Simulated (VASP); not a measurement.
Write the native input for VASP 6.6.1 that does the following.

```yaml
Task: single point
Functional: PBEsol
Potentials_or_basis: VASP PAW PBE potentials, release 64 (Re, P)
Cutoff: 520 eV
k_mesh: 12 × 12 × 12
Occupations: gaussian, width 0.05 eV
Spin: no spin polarisation
Dipole_correction: no
Further_INCAR_settings: ALGO = Normal; EDIFF = 1e-06; NBANDS = 13
```

The structure of ReP lies in POSCAR:

```
ReP
1.0
    0.0000000000      2.5066786756      2.5066786756
    2.5066786756      0.0000000000      2.5066786756
    2.5066786756      2.5066786756      0.0000000000
Re P
1 1
Direct
    0.0000000000      0.0000000000      0.0000000000
    0.2500000000      0.2500000000      0.2500000000
```

One way to write it, as run:

INCAR

```
PREC = Accurate
ENCUT = 520
EDIFF = 1E-6
ISMEAR = 0
SIGMA = 0.05
LREAL = F
LASPH = T
NELM = 80
ALGO = Normal
ISIF = 2
LWAVE = F
LCHARG = T
GGA = PS
LELF = T
LVHAR = T
NBANDS = 13
```

KPOINTS

```
regular mesh
0
Gamma
  12 12 12
```

Potentials or basis: VASP PAW PBE potentials, release 64 (Re, P).

Run with:

```bash
$ cat potpaw_PBE.64/Re/POTCAR potpaw_PBE.64/P/POTCAR > POTCAR
$ mpirun -np 1 vasp_std > vasp.out
```

It gave:

* Pressure: 37.5 GPa
* Band gap on the k mesh: zero (bands 6 and 7 overlap by 0.54 eV)

Caveat: the cell stands under pressure; the PAW data sets were made with another functional, which shifts forces and pressure a little; spin-orbit coupling is left out, which moves the levels of the heavy elements.

Wall time 20 s on 1 thread of Intel(R) Xeon(R) Platinum 8488C (Sapphire Rapids), on a shared host, peak memory 0.18 GiB.
